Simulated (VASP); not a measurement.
Here is a VASP 6.6.1 calculation.

INCAR

```
PREC     = Accurate       # precision mode
ENCUT    = 600            # plane-wave cutoff, eV
EDIFF    = 1E-7           # SCF threshold, eV
ISMEAR   = -1             # smearing method
SIGMA    = 0.15           # smearing width, eV
LREAL    = F              # projectors in reciprocal space
LASPH    = T              # aspherical terms in the spheres
NELM     = 80             # most SCF steps
ALGO     = Normal         # electronic algorithm
ISIF     = 3              # what is computed and relaxed
LWAVE    = F              # write WAVECAR
LCHARG   = F              # write CHGCAR
IBRION   = 2              # ionic algorithm
NSW      = 80             # ionic steps
EDIFFG   = -0.001         # ionic threshold
```

The input KPOINTS:

```
Automatic mesh
0
Gamma
  18 18 10
```

File POSCAR:

```
Ni2H
1.0
    2.4861727326      0.0000000000      0.0000000000
   -1.2430863663      2.1530887447      0.0000000000
    0.0000000000      0.0000000000      4.1183751165
Ni H
2 1
Direct
    0.6666666667      0.3333333333      0.7684431608
    0.3333333333      0.6666666667      0.2875568393
    0.0000000000      0.0000000000      0.0280000000
```

Potentials or basis: VASP PAW LDA potentials, release 64 (Ni, H).

Launch:

```bash
$ cat potpaw_LDA.64/Ni/POTCAR potpaw_LDA.64/H/POTCAR > POTCAR
$ mpirun -np 1 vasp_std > vasp.out
```

(1) Predict the relaxed cell.

(2) Estimate the relaxed volume.

(3) Estimate the space group after relaxing (to 0.1 Å).

Answers

(1) a = 2.492 Å, b = 2.492 Å, c = 4.116 Å, α = 90.00°, β = 90.00°, γ = 120.00°.

(2) 7.38 Å³/atom.

(3) P-3m1 (No. 164).
